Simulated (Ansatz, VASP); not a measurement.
## One calculation of LiF, two programs

```
CELL_PARAMETERS angstrom
3.06094 0.00000 0.00000
-1.53047 2.65085 0.00000
0.00000 0.00000 4.87943
ATOMIC_POSITIONS crystal
Li 0.33333 0.66667 0.38115
Li 0.66667 0.33333 0.88115
F 0.33333 0.66667 0.99384
F 0.66667 0.33333 0.49384
```

Change from the starting cell: strain +0.000 along x and y, +0.015 along z, atoms carried along.

Alike in both runs: task single point; functional LDA; k mesh 9 × 9 × 6; occupations gaussian, width 0.05 eV; no spin polarisation.

|  | VASP | Ansatz |
| --- | --- | --- |
| version | VASP 6.6.1 | Ansatz 0.2.0 |
| potentials or method | VASP PAW LDA potentials, release 64 (Li_sv, F), cutoff 520 eV | scalar-relativistic, plane waves, PAW |
| valence electrons in the cell | 20 | 20 |

|  | VASP | Ansatz | Ansatz less VASP |
| --- | --- | --- | --- |
| gap on the k mesh at the Fermi level (eV) | 7.52 | 7.54 | +0.015 |
| least direct gap on the mesh (eV) | 7.52 | 7.54 | +0.015 |
| rms of the force components (eV/Å) | 0.033 | 0.033 | 0.0000 |

LDA's correlation is that of Perdew and Zunger in VASP and of Perdew and Wang (1992) in Ansatz. Atom by atom the forces differ by 0.000 eV/Å (rms over components).

Noted on VASP's run: the cutoff is under 1.25 times that of the potentials, so the pressure is a little rough.
